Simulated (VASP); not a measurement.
Nb2Sb3F, 6 atoms in the cell. It takes space group Fmm2 (No. 42, orthorhombic). Conventional cell: a = 8.416 Å, b = 10.757 Å, c = 6.459 Å, α = 90.00°, β = 90.00°, γ = 90.00°. Nb (site symmetry m) has 1 F at 2.07 Å and 5 Sb at 2.71 to 2.98 Å and 1 Nb at 3.01 Å within 3.1 Å. Sb (site symmetry mm2) has 2 Nb at 2.71 Å and 2 F at 2.79 to 3.67 Å and 4 Sb at 3.50 Å within 3.7 Å. Sb (site symmetry 2) has 4 Nb at 2.83 to 2.98 Å and 4 Sb at 3.23 to 3.50 Å and 2 F at 3.43 Å within 3.7 Å. F (site symmetry mm2) has 2 Nb at 2.07 Å and 1 Sb at 2.79 Å within 2.8 Å. The cell was generated, and may not be a known phase.

```yaml
Program: VASP 6.6.1
Task: single point
Functional: PBE
Potentials_or_basis: VASP PAW PBE potentials, release 64 (Nb_sv, Sb, F)
Cutoff: 520 eV
k_mesh: 8 × 8 × 8
Occupations: gaussian, width 0.1 eV
Spin: no spin polarisation
Dipole_correction: no
Further_INCAR_settings: ALGO = Normal; EDIFF = 1e-06; NBANDS = 33
```

Potentials or basis: VASP PAW PBE potentials, release 64 (Nb_sv, Sb, F).

Launch:

```console
$ cat potpaw_PBE.64/Nb_sv/POTCAR potpaw_PBE.64/Sb/POTCAR potpaw_PBE.64/F/POTCAR > POTCAR
$ mpirun -np 1 vasp_std > vasp.out
```

Hardware: 1 thread of Intel(R) Xeon(R) Platinum 8488C (Sapphire Rapids) (shared host).

How long does it take, and how much memory?

Wall time 7.6 min on 1 thread of Intel(R) Xeon(R) Platinum 8488C (Sapphire Rapids) (shared host), peak memory 0.59 GiB. Counts: scf iterations 14, k points 95.
